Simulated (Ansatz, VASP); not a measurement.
**Two plane-wave programs on HfN**

INCAR

```
ALGO = Normal ; EDIFF = 1E-6
ENCUT = 520 ; GGA = PS
ISIF = 2 ; ISMEAR = 0
LASPH = T ; LCHARG = F
LREAL = F ; LWAVE = F
NBANDS = 14 ; NELM = 100
PREC = Accurate ; SIGMA = 0.15
```

KPOINTS

```
k-points
0
Gamma
  16 16 16
```

File POSCAR:

```
HfN
1.0
    0.0000000000      2.4548220000      2.1786545250
    2.4548220000      0.0000000000      2.1786545250
    2.4548220000      2.4548220000      0.0000000000
Hf N
1 1
Direct
    0.0000000000      0.0000000000      0.0000000000
    0.7500000000      0.7500000000      0.7500000000
```

Input for Ansatz:

```yaml
crystal:
  lattice:
    - [0.0, 2.454822, 2.178654525]
    - [2.454822, 0.0, 2.178654525]
    - [2.454822, 2.454822, 0.0]
  atoms:
    - { symbol: Hf, position: [0.0, 0.0, 0.0] }
    - { symbol: "N", position: [0.75, 0.75, 0.75] }
basis:
  ecutwfc: 420
kpoints:
  mp_grid: { grid: [16, 16, 16] }
hamiltonian:
  xc: pbesol
scf:
  occupations: { method: gaussian, width: 0.15 }
output:
  forces: true
  stress: true
  eigenvalues: true
```

Change from the starting cell: strain -0.1125 x Voigt [0, 0, 1, 0, 0, 0], atoms carried along.

Alike in both runs: task single point; functional PBEsol; k mesh 16 × 16 × 16; occupations gaussian, width 0.15 eV; no spin polarisation.

```csv
,VASP,Ansatz
version,VASP 6.6.1,Ansatz 0.2.0
potentials or method,"VASP PAW PBE potentials, release 64 (Hf_pv, N), cutoff 520 eV","scalar-relativistic, plane waves, PAW"
valence electrons in the cell,15,31
```

Ansatz gave:

* gap on the k mesh at the Fermi level (eV): none
* pressure (GPa): 21.4
* traceless stress, the component that is largest in VASP (GPa): 8.57

Q: Estimate VASP's values.

A: gap on the k mesh at the Fermi level (eV): none; pressure (GPa): 20.9; traceless stress, the component that is largest in VASP (GPa): 8.47.

VASP's potentials were made for PBE, not for PBEsol. A gap of «none» marks a metal or a gap that the smearing closes. VASP's potentials hold 15 valence electrons a cell and Ansatz's 31, so a difference there can come from the potentials and not from the codes.

Spin-orbit coupling is off throughout.
